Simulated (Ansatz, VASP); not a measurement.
Ti: VASP beside Ansatz

```
Ti
1.0
    -1.62818    1.62818    1.62818
     1.62818   -1.62818    1.62818
     1.62818    1.62818   -1.62818
Ti
1
Direct
  0.00000 0.00000 0.00000
```

Alike in both runs: task relaxation of cell and atoms; functional PBE; k mesh 24 × 24 × 24; occupations gaussian, width 0.1 eV; no spin polarisation.

```csv
,VASP,Ansatz
version,VASP 6.6.1,Ansatz 0.2.0
potentials or method,"VASP PAW PBE potentials, release 64 (Ti_sv), cutoff 600 eV","scalar-relativistic, plane waves, PAW"
valence electrons in the cell,12,12
```

Ansatz gave:

| Item | Value |
| --- | --- |
| gap on the k mesh at the Fermi level, each at its own relaxed structure (eV) | none |
| relaxed volume (Å³/atom) | 17.25 |
| relaxed cell length with the largest relative difference (Å) | 2.819 |

Q: Estimate VASP's values.

A: gap on the k mesh at the Fermi level, each at its own relaxed structure (eV): none; relaxed volume (Å³/atom): 17.21; relaxed cell length with the largest relative difference (Å): 2.817.

A gap of «none» marks a metal or a gap that the smearing closes.
